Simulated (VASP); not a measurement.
A run of VASP 6.6.1 is set up as follows.

The input INCAR:

```
SYSTEM = SnSe
PREC     = Accurate       ! precision mode
ENCUT    = 520            ! plane-wave cutoff, eV
EDIFF    = 1E-6           ! SCF threshold, eV
ISMEAR   = 0              ! smearing method
SIGMA    = 0.03           ! smearing width, eV
LREAL    = .False.        ! projectors in reciprocal space
LASPH    = .True.         ! aspherical terms in the spheres
NELM     = 100            ! most SCF steps
ALGO     = Normal         ! electronic algorithm
ISIF     = 2              ! what is computed and relaxed
LWAVE    = .False.        ! write WAVECAR
LCHARG   = .False.        ! write CHGCAR
GGA      = PS             ! functional
IVDW     = 12             ! dispersion correction
NBANDS   = 28             ! bands
```

File KPOINTS:

```
Automatic mesh
0
Gamma
  8 8 6
  0 0 0
```

The input POSCAR:

```
SnSe
1.0
    4.0494591145      0.0000000000      0.0000000000
    0.0000000000      4.0494591145      0.0000000000
    0.0000000000      0.0000000000      6.4028000000
Sn Se
2 2
Direct
    0.5000000000      0.0000000000      0.2500241371
    0.0000000000      0.5000000000      0.7499758629
    0.5000000000      0.0000000000      0.7499817524
    0.0000000000      0.5000000000      0.2500182476
```

Potentials or basis: VASP PAW PBE potentials, release 64 (Sn_d, Se).

Command:

```bash
$ cat potpaw_PBE.64/Sn_d/POTCAR potpaw_PBE.64/Se/POTCAR > POTCAR
$ mpirun -np 1 vasp_std > vasp.out
```

Problem. What does it give for the band gap on the k mesh?

Solution. Zero (band 20 reaches 6.17 eV, above the bottom of band 21 at 6.03 eV).

Problem. Estimate the dispersion energy per atom.

Solution. -0.343 eV.

Problem. Predict the pressure.

Solution. -0.4 GPa.

Stress tensor (GPa, compression positive):
```
 3.59  0.00  0.00
 0.00  3.59  0.00
 0.00  0.00 -8.27
```

Caveat: the PAW data sets were made with another functional, which shifts forces and pressure a little; spin-orbit coupling is left out, which moves the levels of the heavy elements; pairwise dispersion overbinds metals, which lowers pressure and volume.
